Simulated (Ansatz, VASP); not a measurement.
## Hf3F4 in VASP and in Ansatz

```xyz
14
Lattice="-3.4203 3.4203 3.4203 3.4203 -3.4203 3.4203 3.4203 3.4203 -3.4203" Properties=species:S:1:pos:R:3 pbc="T T T"
Hf    2.5652    0.0000    1.7101
Hf    1.7101    2.5652    0.0000
Hf    0.8551    0.0000    5.1304
Hf    5.1304    0.8551    0.0000
Hf    0.0000    1.7101    2.5652
Hf    0.0000    5.1304    0.8551
F     0.8790    0.8790    0.8790
F    -0.8311    0.8311    4.2514
F    -0.8790    2.5413    0.8790
F     4.2514   -0.8311    0.8311
F     0.8790   -0.8790    2.5413
F     2.5892    2.5892    2.5892
F     2.5413    0.8790   -0.8790
F     0.8311    4.2514   -0.8311
```

Alike in both runs: functional r2SCAN; k mesh 5 × 5 × 5; no spin polarisation.

Ansatz relaxed the structure, and its values are those at the end. VASP's run is a single point on that final structure, the one shown.

```csv
,VASP,Ansatz
version,VASP 6.6.1,Ansatz 0.2.0
potentials or method,"VASP PAW PBE potentials, release 64 (Hf_pv, F), cutoff 520 eV",PAW plane waves
occupations,"methfessel-paxton of order 1, width 0.0995 eV","cold, width 0.0995 eV"
valence electrons in the cell,116,212
```

|  | VASP | Ansatz | Ansatz less VASP |
| --- | --- | --- | --- |
| rms of the force components (eV/Å) | 0.087 | 0.012 | -0.0749 |

VASP's potentials were made for PBE, not for r2SCAN. VASP's potentials hold 116 valence electrons a cell and Ansatz's 212, so a difference there can come from the potentials and not from the codes. Ansatz's warnings: stress scf threshold loose.

Spin-orbit coupling is off throughout.
